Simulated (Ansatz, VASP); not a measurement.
# K in VASP and in Ansatz

The input INCAR:

```
SYSTEM = K
PREC     = Accurate       ! precision mode
ENCUT    = 520            ! plane-wave cutoff, eV
EDIFF    = 1E-7           ! SCF threshold, eV
ISMEAR   = 1              ! smearing method
SIGMA    = 0.15           ! smearing width, eV
LREAL    = .FALSE.        ! projectors in reciprocal space
LASPH    = .TRUE.         ! aspherical terms in the spheres
NELM     = 60             ! most SCF steps
ALGO     = Normal         ! electronic algorithm
ISIF     = 2              ! what is computed and relaxed
LWAVE    = .FALSE.        ! write WAVECAR
LCHARG   = .TRUE.         ! write CHGCAR
GGA      = PS             ! functional
LELF     = .TRUE.         ! ELF
LVHAR    = .TRUE.       
NBANDS   = 26             ! bands
```

KPOINTS

```
regular mesh
0
G
  6 6 2
  0 0 0
```

POSCAR

```
K
1.0
    4.7684340000      0.0000000000      0.0000000000
   -2.3842170000      4.1295850000      0.0000000000
    0.0000000000      0.0000000000     15.6992010000
K
4
Direct
    0.0000000000      0.0000000000      0.0000000000
    0.3333333333      0.6666666667      0.7500000000
    0.0000000000      0.0000000000      0.5000000000
    0.6666666667      0.3333333333      0.2500000000
```

Input for Ansatz:

```yaml
crystal:
  lattice:
    - [4.768434, 0.0, 0.0]
    - [-2.384217, 4.129585, 0.0]
    - [0.0, 0.0, 15.699201]
  atoms:
    - { symbol: K, position: [0.0, 0.0, 0.0] }
    - { symbol: K, position: [0.3333333333333333, 0.6666666666666666, 0.75] }
    - { symbol: K, position: [0.0, 0.0, 0.5] }
    - { symbol: K, position: [0.6666666666666666, 0.3333333333333333, 0.25] }
basis:
  ecutwfc: 500.0
kpoints:
  mp_grid:
    grid: [6, 6, 2]
hamiltonian:
  xc: pbesol
  pseudopotentials:
    kind: paw
scf:
  convergence:
    dr2_threshold: 1.0e-09
  occupations:
    method: cold
    width: 0.15
output:
  stress: true
```

Alike in both runs: task single point; functional PBEsol; k mesh 6 × 6 × 2; no spin polarisation.

```csv
,VASP,Ansatz
version,VASP 6.6.1,Ansatz 0.2.0
potentials or method,"VASP PAW PBE potentials, release 64 (K_sv), cutoff 520 eV","plane waves, PAW"
occupations,"methfessel-paxton of order 1, width 0.15 eV","cold, width 0.15 eV"
valence electrons in the cell,36,36
```

|  | VASP | Ansatz | Ansatz less VASP |
| --- | --- | --- | --- |
| pressure (GPa) | -0.3 | -0.3 | +0.01 |
| traceless stress, the component that is largest in VASP (GPa) | -0.20 | -0.17 | +0.026 |

VASP's potentials were made for PBE, not for PBEsol. Ansatz's warnings: stress scf threshold loose.
